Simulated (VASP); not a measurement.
Crystal: TaVN2.

```
Ta V N
1.0
     3.04987    0.00000    0.00000
     0.00000    3.04987    0.00000
     0.00000    0.00000    4.29606
Ta V N
1 1 2
Direct
  0.00000 0.00000 0.00000
  0.50000 0.50000 0.50000
  0.50000 0.50000 0.00000
  0.00000 0.00000 0.50000
```

| Property | Result |
| --- | --- |
| Program | VASP 6.6.1 |
| Task | relaxation of cell and atoms |
| Functional | PBEsol |
| Potentials or basis | VASP PAW PBE potentials, release 64 (Ta_pv, V_sv, N) |
| Cutoff | 600 eV |
| k mesh | 9 × 9 × 6 |
| Occupations | fermi-dirac, width 0.05 eV |
| Spin | collinear spin, ferromagnetic start |
| Starting moments | [0.0, 2.0, 0.0, 0.0] μB |

At the start: pressure -12.0 GPa; volume 9.99 Å³/atom.

Question: Where does the relaxation end?

Answer: Over 9 steps the energy falls by 14.5 meV/atom and the volume is 9.62 Å³/atom (-3.7 %); space group P4/mmm (No. 123, to 0.1 Å) before and after; moment 0.00 μB per cell.

Step by step:
```tsv
step	energy change (eV)	largest force (eV/Å)	pressure (GPa)	volume (Å³)
1	0.0000	0.0000	-12.00	39.96
2	0.1789	0.0000	29.81	35.79
3	-0.0577	0.0000	-0.25	38.52
4	-0.0577	0.0000	-0.01	38.49
5	-0.0577	0.0000	0.25	38.46
6	-0.0577	0.0000	-0.40	38.54
7	-0.0578	0.0000	-0.11	38.50
8	-0.0578	0.0000	0.12	38.48
9	-0.0578	0.0000	0.00	38.49
```

Final structure:
```
Ta V N
1.0
     3.01626    0.00000    0.00000
     0.00000    3.01626    0.00000
     0.00000    0.00000    4.23102
Ta V N
1 1 2
Direct
  0.00000 0.00000 0.00000
  0.50000 0.50000 0.50000
  0.50000 0.50000 0.00000
  0.00000 0.00000 0.50000
```

Caveat: the moments typed at the start vanished in this run; the PAW data sets were made with another functional, which shifts forces and pressure a little.
